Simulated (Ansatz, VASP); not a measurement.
# Two plane-wave programs on MgCd2S3

```
CELL_PARAMETERS angstrom
4.13774 0.00000 0.00000
-2.06887 3.58338 0.00000
0.00000 0.00000 10.11178
ATOMIC_POSITIONS crystal
Mg 0.66667 0.33333 0.33126
Cd 0.00000 0.00000 0.00521
Cd 0.33333 0.66667 0.66323
S 0.33333 0.66667 0.91642
S 0.66667 0.33333 0.57488
S 0.00000 0.00000 0.25900
```

Alike in both runs: functional PBE; k mesh 6 × 6 × 2; occupations gaussian, width 0.1 eV; no spin polarisation.

Ansatz relaxed the structure, and its values are those at the end. VASP's run is a single point on that final structure, the one shown.

|  | VASP | Ansatz |
| --- | --- | --- |
| version | VASP 6.6.1 | Ansatz 0.2.0 |
| potentials or method | VASP PAW PBE potentials, release 64 (Mg, Cd, S), cutoff 520 eV | scalar-relativistic, plane waves, PAW |
| valence electrons in the cell | 44 | 68 |

Ansatz gave:

- gap on the k mesh at the Fermi level (eV): 1.53
- least direct gap on the mesh (eV): 1.53
- pressure (GPa): 0.1
- rms of the force components (eV/Å): 0.003

Question: What did VASP give for the same quantities?

Answer: gap on the k mesh at the Fermi level (eV): 1.53; least direct gap on the mesh (eV): 1.53; pressure (GPa): 0.3; rms of the force components (eV/Å): 0.014.

VASP's potentials hold 44 valence electrons a cell and Ansatz's 68, so a difference there can come from the potentials and not from the codes.
